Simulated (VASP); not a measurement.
A run of VASP 6.6.1 is set up as follows.

File POSCAR:

```
PtSe2
1.0
    3.7166002913      0.0000000000      0.0000000000
   -1.8583001457      3.2186702680      0.0000000000
    0.0000000000      0.0000000000      5.8297268771
Pt Se
1 2
Direct
    0.0000000000      0.0000000000      0.0000000000
    0.3333333333      0.6666666667      0.2249744229
    0.6666666667      0.3333333333      0.7750255771
```

INCAR.step1

```
SYSTEM = PtSe2
ALGO = Normal ; EDIFF = 1E-4
ENCUT = 520 ; GGA = PE
ISMEAR = 1 ; LASPH = .True.
LCHARG = .False. ; LREAL = .False.
LWAVE = .True. ; NBANDS = 18
NELM = 80 ; PREC = Accurate
SIGMA = 0.001
```

File INCAR.step2:

```
SYSTEM = PtSe2
ALGO = Normal ; EDIFF = 1E-6
ENCUT = 520 ; ISIF = 2
ISMEAR = 1 ; ISTART = 1
LASPH = .True. ; LCHARG = .True.
LELF = .True. ; LMIXTAU = .True.
LREAL = .False. ; LVHAR = .True.
LWAVE = .False. ; METAGGA = R2SCAN
NBANDS = 18 ; NELM = 80
PREC = Accurate ; SIGMA = 0.001
```

KPOINTS

```
k-points
0
Gamma
  8 8 4
  0 0 0
```

Potentials or basis: VASP PAW PBE potentials, release 64 (Pt, Se).

Run with:

```bash
$ cat potpaw_PBE.64/Pt/POTCAR potpaw_PBE.64/Se/POTCAR > POTCAR
$ cp INCAR.step1 INCAR
$ mpirun -np 1 vasp_std > vasp.out
$ cp INCAR.step2 INCAR
$ mpirun -np 1 vasp_std > vasp.out
```

Q: Estimate the pressure.

A: 0.1 GPa.

Q: Predict the band gap on the k mesh.

A: 0.65 eV, indirect (least direct gap 0.87 eV).

Q: Estimate the largest force.

A: 0.010 eV/Å.

Forces on the atoms (eV/Å):
```
Pt   0.000  0.000  0.000
Se   0.000  0.000  0.010
Se   0.000  0.000 -0.010
```

Caveat: the PAW data sets were made with another functional, which shifts forces and pressure a little; spin-orbit coupling is left out, which moves the levels of the heavy elements. A k mesh can miss the band edges.
